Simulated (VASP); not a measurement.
Set up this calculation in VASP 6.6.1, as the native input.

```
Task                   : single point
Functional             : PBE
Potentials or basis    : VASP PAW PBE potentials, release 64 (Al, H)
Cutoff                 : 520 eV
k mesh                 : 6 × 6 × 1
Occupations            : gaussian, width 0.1 eV
Spin                   : collinear spin
Starting moments       : [0.0, 0.0, 0.0, 0.0, 0.0, 0.0, 0.0, 0.0, 0.0, 0.0, 0.0, 0.0, 1.0] μB
Dipole correction      : yes
Further INCAR settings : ALGO = Normal; EDIFF = 1e-07; NBANDS = 34
```

The structure of Al12H lies in POSCAR:

```
Al12H
1.0
    5.7143028096      0.0000000000      0.0000000000
   -2.8571514048      4.9487313980      0.0000000000
    0.0000000000      0.0000000000     21.6016424764
Al H
12 1
Direct
    0.3333333333      0.1666666667      0.1851711047
    0.3333333333      0.6666666667      0.1851711047
    0.8333333333      0.1666666667      0.1851711047
    0.8333333333      0.6666666667      0.1851711047
    0.1666666667      0.3333333333      0.2916873740
    0.1666666667      0.8333333333      0.2916873740
    0.6666666667      0.3333333333      0.2916873740
    0.6666666667      0.8333333333      0.2916873740
    0.0000000000      0.0000000000      0.3981939098
    0.0000000000      0.5000000000      0.3981939098
    0.5000000000      0.0000000000      0.3981939098
    0.5000000000      0.5000000000      0.3981939098
    0.3333333333     -0.3333333333      0.4755028460
```

These files were run (other wordings do the same):

INCAR

```
SYSTEM = Al12H
PREC     = Accurate       ! precision mode
ENCUT    = 520            ! plane-wave cutoff, eV
EDIFF    = 1E-7           ! SCF threshold, eV
ISMEAR   = 0              ! smearing method
SIGMA    = 0.1            ! smearing width, eV
LREAL    = .FALSE.        ! projectors in reciprocal space
LASPH    = .TRUE.         ! aspherical terms in the spheres
NELM     = 150            ! most SCF steps
ALGO     = Normal         ! electronic algorithm
ISIF     = 2              ! what is computed and relaxed
LWAVE    = .FALSE.        ! write WAVECAR
LCHARG   = .FALSE.        ! write CHGCAR
ISPIN    = 2              ! spin polarisation
MAGMOM   = 0 0 0 0 0 0 0 0 0 0 0 0 1 ! initial moments
LORBIT   = 11             ! projections on sites
LDIPOL   = .TRUE.       
IDIPOL   = 3            
DIPOL    = 0.5 0.5 0.306
GGA      = PE             ! functional
NBANDS   = 34             ! bands
```

KPOINTS

```
regular mesh
0
G
  6 6 1
  0 0 0
```

Potentials or basis: VASP PAW PBE potentials, release 64 (Al, H).

The run is started by

```console
$ cat potpaw_PBE.64/Al/POTCAR potpaw_PBE.64/H/POTCAR > POTCAR
$ mpirun -np 1 vasp_std > vasp.out
```

It gave:

```yaml
Largest_force: 1.316 eV/Å
Net_moment: 0.00 μB per cell
Valence_electrons_inside_the_program's_atomic_spheres: Al 0.77, 0.76, 0.78, 0.79, 0.75 (each value once); H 0.44
```

Wall time 16 min on 1 thread of Oxide Virtual Turin-like Processor (shared host), peak memory 0.88 GiB.
